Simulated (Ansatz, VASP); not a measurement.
# Two plane-wave programs on SnO2

```
CELL_PARAMETERS angstrom
-2.02625 2.02625 5.18069
2.02625 -2.02625 5.18069
2.02625 2.02625 -5.18069
ATOMIC_POSITIONS crystal
Sn 0.75000 0.25000 0.50000
Sn 0.00000 0.00000 0.00000
O 0.71267 0.71267 0.00000
O 0.95240 0.45240 0.50000
O 0.20240 0.20240 0.00000
O 0.54760 0.04760 0.50000
```

Alike in both runs: task single point; functional PBE; k mesh 10 × 10 × 10; occupations gaussian, width 0.05 eV; no spin polarisation.

```csv
,VASP,Ansatz
version,VASP 6.6.1,Ansatz 0.2.0
potentials or method,"VASP PAW PBE potentials, release 64 (Sn_d, O), cutoff 520 eV","scalar-relativistic, plane waves, PAW"
valence electrons in the cell,52,52
```

Ansatz gave:

| Item | Value |
| --- | --- |
| gap on the k mesh at the Fermi level (eV) | none |
| pressure (GPa) | -0.8 |
| traceless stress, the component that is largest in VASP (GPa) | -0.47 |
| rms of the force components (eV/Å) | 0.962 |

Question: Estimate VASP's values.

Answer: gap on the k mesh at the Fermi level (eV): none; pressure (GPa): -0.2; traceless stress, the component that is largest in VASP (GPa): -0.48; rms of the force components (eV/Å): 0.958.

Atom by atom the forces differ by 0.022 eV/Å (rms over components). A gap of «none» marks a metal or a gap that the smearing closes.
